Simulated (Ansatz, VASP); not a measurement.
**Hg2O: VASP beside Ansatz**

```
Hg O
1.0
     3.54177    0.00000    0.00000
    -1.77088    3.06726    0.00000
     0.00000    0.00000    4.97508
Hg O
2 1
Direct
  0.33333 0.66667 0.28896
  0.66667 0.33333 0.71104
  0.00000 0.00000 0.00000
```

Change from the starting cell: species swapped into the Te2Pd type (P-3m1, No. 164).

Alike in both runs: functional PBE; k mesh 4 × 4 × 3; occupations gaussian, width 0.15 eV; no spin polarisation.

Ansatz relaxed the structure, and its values are those at the end. VASP's run is a single point on that final structure, the one shown.

|  | VASP | Ansatz |
| --- | --- | --- |
| version | VASP 6.6.1 | Ansatz 0.2.0 |
| potentials or method | VASP PAW PBE potentials, release 64 (Hg, O), cutoff 600 eV | scalar-relativistic, plane waves, PAW |
| valence electrons in the cell | 30 | 46 |

VASP gave:

- gap on the k mesh at the Fermi level (eV): 0.34
- least direct gap on the mesh (eV): 1.05
- pressure (GPa): 0.8
- rms of the force components (eV/Å): 0.003

What did Ansatz give for the same quantities?

gap on the k mesh at the Fermi level (eV): 0.32; least direct gap on the mesh (eV): 1.04; pressure (GPa): 0.1; rms of the force components (eV/Å): 0.001.

The functional is the same, so the differences come from potentials, cutoffs and numerics. VASP's potentials hold 30 valence electrons a cell and Ansatz's 46, so a difference there can come from the potentials and not from the codes.

The k mesh is coarse, so the values compare programs but aren't converged. Neither program's run includes spin-orbit coupling.
